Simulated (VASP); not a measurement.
Here is a VASP 6.6.1 calculation.

File INCAR:

```
SYSTEM = H3Pt
PREC = Accurate ; ENCUT = 520
EDIFF = 1E-6 ; ISMEAR = 0
SIGMA = 0.1 ; LREAL = .FALSE.
LASPH = .TRUE. ; NELM = 100
ALGO = Normal ; ISIF = 2
LWAVE = .FALSE. ; LCHARG = .FALSE.
GGA = PS ; NBANDS = 14
```

KPOINTS

```
regular mesh
0
G
  8 8 8
  0 0 0
```

The input POSCAR:

```
H3Pt
1.0
   -1.4089843944      1.4089843944      2.8004390008
    1.4089843944     -1.4089843944      2.8004390008
    1.4089843944      1.4089843944     -2.8004390008
Pt H
1 3
Direct
    0.0000000000      0.0000000000      0.0000000000
    0.7500000000      0.2500000000      0.5000000000
    0.2500000000      0.7500000000      0.5000000000
    0.5000000000      0.5000000000      0.0000000000
```

Potentials or basis: VASP PAW PBE potentials, release 64 (Pt, H).

Command:

```console
$ cat potpaw_PBE.64/Pt/POTCAR potpaw_PBE.64/H/POTCAR > POTCAR
$ mpirun -np 1 vasp_std > vasp.out
```

Task: Estimate the pressure.

Result: 28.0 GPa.

Stress tensor (GPa, compression positive):
```
15.60  0.00  0.00
 0.00 15.60  0.00
 0.00  0.00 52.70
```

Caveat: the k points lie up to 0.39 Å⁻¹ apart; the cell differs from its parent crystal (Hf replaced by Pt, lengths x 0.913, strained); the PAW data sets were made with another functional, which shifts forces and pressure a little.
